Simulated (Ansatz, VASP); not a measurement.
# One calculation of Sb, two programs

```
Sb
1.0
     2.18733   -1.26285    3.84126
     0.00000    2.52571    3.84126
    -2.18733   -1.26285    3.84126
Sb
2
Direct
  0.23286 0.23286 0.23286
  0.76714 0.76714 0.76714
```

Alike in both runs: functional PBE; k mesh 11 × 11 × 11; occupations fermi-dirac, width 0.1 eV; no spin polarisation.

Ansatz relaxed the structure, and its values are those at the end. VASP's run is a single point on that final structure, the one shown.

|  | VASP | Ansatz |
| --- | --- | --- |
| version | VASP 6.6.1 | Ansatz 0.2.0 |
| potentials or method | VASP PAW PBE potentials, release 64 (Sb) | PAW with Ansatz's default frozen-core files, scalar-relativistic |
| plane-wave cutoff (eV) | 520 | 420 |
| valence electrons in the cell | 10 | 30 |

VASP gave:

```
pressure (GPa)                     : 0.0
rms of the force components (eV/Å) : 0.021
```

**Question.** What did Ansatz give for the same quantities?

**Answer.** Pressure (GPa): 0.0; rms of the force components (eV/Å): 0.000.

VASP's potentials hold 10 valence electrons a cell and Ansatz's 30, so a difference there can come from the potentials and not from the codes.

Spin-orbit coupling is off throughout.
